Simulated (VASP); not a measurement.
# InAs (F-43m) in VASP: single point with PBE

Aim: the single point of InAs with PBE.

Everything below comes from runs of VASP 6.6.1. Logs are shortened: lines on timing, memory, paths and dates and some standing lists are left out, and cuts for length are marked.

### Step 1. The cell of the first run

Symmetry: F-43m, No. 216, cubic system. Conventional cell: a = 6.048 Å, b = 6.048 Å, c = 6.048 Å, α = 90.00°, β = 90.00°, γ = 90.00°. In (site symmetry -43m) has 4 As at 2.62 Å within 3.5 Å. Within 3.5 Å of As (site symmetry -43m) lie 4 In at 2.62 Å.

### Step 2. Single point, PBE

Contents of INCAR:

```
ALGO = Normal
EDIFF = 1E-6
ENCUT = 520
GGA = PE
ISIF = 2
ISMEAR = -1
ISYM = 0
LASPH = True
LCHARG = False
LREAL = Auto
LWAVE = False
NBANDS = 86
NELM = 80
PREC = Accurate
SIGMA = 0.2241
```

Contents of KPOINTS:

```
Automatic mesh
0
Gamma
  2 2 2
  0.5 0.5 0.5
```

Contents of POSCAR:

```
InAs
1.0
   -6.0480000000      6.0480000000      0.0000000000
    0.0000000000      6.0480000000     -6.0480000000
   -6.0480000000      0.0000000000     -6.0480000000
In As
8 8
Direct
    0.0000000000      0.5000000000      0.5000000000
    0.0000000000      0.0000000000      0.5000000000
    0.0000000000      0.5000000000      0.0000000000
    0.0000000000      0.0000000000      0.0000000000
    0.5000000000      0.5000000000      0.5000000000
    0.5000000000      0.0000000000      0.5000000000
    0.5000000000      0.5000000000      0.0000000000
    0.5000000000      0.0000000000      0.0000000000
    0.3750000000      0.8750000000      0.3750000000
    0.3750000000      0.3750000000      0.3750000000
    0.3750000000      0.8750000000      0.8750000000
    0.3750000000      0.3750000000      0.8750000000
    0.8750000000      0.8750000000      0.3750000000
    0.8750000000      0.3750000000      0.3750000000
    0.8750000000      0.8750000000      0.8750000000
    0.8750000000      0.3750000000      0.8750000000
```

Potentials or basis: VASP PAW PBE potentials, release 64 (In_d, As).

Run with:

```bash
$ cat potpaw_PBE.64/In_d/POTCAR potpaw_PBE.64/As/POTCAR > POTCAR
$ mpirun -np 1 vasp_std > vasp.out
```

OUTCAR:

```text
EDIFF = 1E-6
   ENCUT = 520
   GGA = PE
   ISIF = 2
   ISMEAR = -1
   ISYM = 0
   LASPH = True
   LREAL = Auto
   NELM = 80
   PREC = Accurate

 ion  position               nearest neighbor table
   1  0.000  0.500  0.500-  10 2.62  13 2.62  16 2.62  14 2.62
   2  0.000  0.000  0.500-   9 2.62  14 2.62  15 2.62  13 2.62
   3  0.000  0.500  0.000-  12 2.62  14 2.62  15 2.62  16 2.62
   4  0.000  0.000  0.000-  11 2.62  13 2.62  16 2.62  15 2.62
   5  0.500  0.500  0.500-   9 2.62  12 2.62  14 2.62  10 2.62
   6  0.500  0.000  0.500-  10 2.62  11 2.62  13 2.62   9 2.62
[... 8 lines left out ...]
  15  0.875  0.875  0.875-   2 2.62   3 2.62   8 2.62   4 2.62
  16  0.875  0.375  0.875-   1 2.62   4 2.62   7 2.62   3 2.62

IMPORTANT INFORMATION: All symmetrisations will be switched off!
NOSYMM: (Re-)initialisation of all symmetry stuff for point group C_1.

----------------------------------------------------------------------------------------

                                     Primitive cell

  volume of cell :     442.4512

  direct lattice vectors                    reciprocal lattice vectors
    -6.048000000  6.048000000  0.000000000    -0.082671958  0.082671958  0.082671958
     0.000000000  6.048000000 -6.048000000     0.082671958  0.082671958 -0.082671958
    -6.048000000  0.000000000 -6.048000000    -0.082671958 -0.082671958 -0.082671958

  length of vectors
     8.553163625  8.553163625  8.553163625     0.143192031  0.143192031  0.143192031

  position of ions in fractional coordinates (direct lattice)
     0.000000000  0.500000000  0.500000000
     0.000000000  0.000000000  0.500000000
     0.000000000  0.500000000  0.000000000
     0.000000000  0.000000000  0.000000000
     0.500000000  0.500000000  0.500000000
     0.500000000  0.000000000  0.500000000
[... 8 lines left out ...]
     0.875000000  0.875000000  0.875000000
     0.875000000  0.375000000  0.875000000

  ion indices of the primitive-cell ions
   primitive index   ion index
                 1           1
                 2           2
                 3           3
                 4           4
                 5           5
                 6           6
[... 8 lines left out ...]
                15          15
                16          16

----------------------------------------------------------------------------------------

 KPOINTS: Automatic mesh

Automatic generation of k-mesh.
 Grid dimensions read from file:
 generate k-points for:    2    2    2

 Generating k-lattice:

[... 55 lines left out ...]
   NSW    =      0    number of steps for IOM
   IBRION =     -1    ionic relax: 0-MD 1-quasi-New 2-CG
   NFREE  =      0    steps in history (QN), initial steepest desc. (CG)
   ISIF   =      2    stress and relaxation
   ISYM   =      0    0-nonsym 1-usesym 2-fastsym
   POTIM  = 0.5000    time-step for ionic-motion
   TEBEG  =    0.0;   TEEND  =   0.0 temperature during run
   PSTRESS=    0.0 pullay stress
   NELECT =     144.0000    total number of electrons
   NUPDOWN=      -1.0000    fix difference up-down
   EMIN   =  10.00;   EMAX   =-10.00  energy-range for DOS
   EFERMI =   0.00;   METHOD = LEGACY
   ISMEAR =    -1;   SIGMA  =   0.22  broadening in eV -4-tet -1-fermi 0-gaus
   EFERMI_NEDOS =   21; number of points for ismear=-14 and -15
   IALGO  =     38    algorithm
   IMIX   =      4    mixing-type and parameters
     AMIX     =   0.40;   BMIX     =  1.00
     AMIX_MAG =   1.60;   BMIX_MAG =  1.00
  volume/ion in A,a.u.               =      27.65       186.61
  Fermi-wavevector in a.u.,A,eV,Ry     =   1.126092  2.128005 17.253320  1.268083
  Thomas-Fermi vector in A             =   2.262772
   LORBIT       =      0    0 simple, 1 ext, 2 COOP (PROOUT), +10 PAW based schemes
   GGA     = PE    functional components
   LHFCALC =     F    Hartree Fock is set to
   AEXX    =    0.0000 exact exchange contribution
   IVDW    =     0    specifies the selected vdW correction
   LEPSILON=     F    determine dielectric tensor
   LRPA    =     F    only Hartree local field effects (RPA)
 non-spin polarized calculation
  energy-cutoff  :      520.00
  volume of cell :      442.45
 maximum number of plane-waves:     11935
   NGX = 31   NGY = 31   NGZ = 31

 number of electron     143.9999920 magnetization

 Free energy of the ion-electron system (eV)
  ---------------------------------------------------
  ext. energy  EPLUGINS =         0.00000000
  ---------------------------------------------------
  free energy    TOTEN  =       -61.40553020 eV

  energy without entropy =      -61.26236537  energy(sigma->0) =      -61.33394778

 E-fermi :   4.9686     XC(G=0):  -9.0914

 val. band max:        4.3092119169   @ k =   0.2500   0.0000   0.0000
 cond. band min:       5.5480503304   @ k =   0.0000   0.2500   0.0000
 fundamental gap:      1.2388384135
 Fermi energy:         4.9686354500

 k-point     1 :       0.2500    0.2500    0.2500
  band No.  band energies     occupation
      1     -10.0576      2.00000
      2     -10.0576      2.00000
      3     -10.0576      2.00000
      4     -10.0147      2.00000
      5     -10.0147      2.00000
      6     -10.0146      2.00000
[... 1381 lines left out ...]
     83       8.5166      0.00000
     84       8.5167      0.00000
 [bands above 84 left out]

------------------------ aborting loop because EDIFF is reached ----------------------------------------

  FORCE on cell =-STRESS in cart. coord.  units (eV):
  Direction    XX          YY          ZZ          XY          YZ          ZX
  --------------------------------------------------------------------------------------
  -------------------------------------------------------------------------------------
  Total       11.1855998     11.1856205     11.1856010     -0.0000495     -0.0000952      0.0001120
  in kB       40.5046158     40.5046908     40.5046200     -0.0001792     -0.0003448      0.0004057
  external PRESSURE =      40.5046422 kB  Pullay stress =       0.0000000 kB

 VOLUME and BASIS-vectors are now :
 -----------------------------------------------------------------------------
  energy-cutoff  :      520.00
  volume of cell :      442.45
      direct lattice vectors                 reciprocal lattice vectors
    -6.048000000  6.048000000  0.000000000    -0.082671958  0.082671958  0.082671958
     0.000000000  6.048000000 -6.048000000     0.082671958  0.082671958 -0.082671958
    -6.048000000  0.000000000 -6.048000000    -0.082671958 -0.082671958 -0.082671958

 POSITION                                       TOTAL-FORCE (eV/Angst)
 -----------------------------------------------------------------------------------
     -3.02400      3.02400     -6.04800        -0.000004     -0.000001     -0.000012
     -3.02400      0.00000     -3.02400        -0.000013      0.000003     -0.000003
      0.00000      3.02400     -3.02400         0.000002      0.000018     -0.000006
      0.00000      0.00000      0.00000        -0.000007      0.000003      0.000013
     -6.04800      6.04800     -6.04800        -0.000001      0.000004     -0.000010
     -6.04800      3.02400     -3.02400        -0.000007     -0.000012      0.000000
[... 8 lines left out ...]
    -10.58400     10.58400    -10.58400         0.000011     -0.000014      0.000017
    -10.58400      7.56000     -7.56000         0.000019      0.000011     -0.000006
 -----------------------------------------------------------------------------------
    total drift:                               -0.000000      0.000007     -0.000033

  FREE ENERGIE OF THE ION-ELECTRON SYSTEM (eV)
  ---------------------------------------------------
  free  energy   TOTEN  =       -61.4055301959 eV

  energy  without entropy=      -61.2623653662  energy(sigma->0) =      -61.33394778
```

Wall time 30 min (1 thread of AMD EPYC 7R13, shared host); peak memory 0.73 GiB.

Results:

| Property | Result |
| --- | --- |
| Free energy | -61.4055 eV |
| Pressure | 4.1 GPa |
| Band gap on the k mesh | 1.24 eV |

Caveat: spin-orbit coupling is left out, which moves the levels of the heavy elements. A hybrid or GW would open this gap; PBE tends to underestimate it.
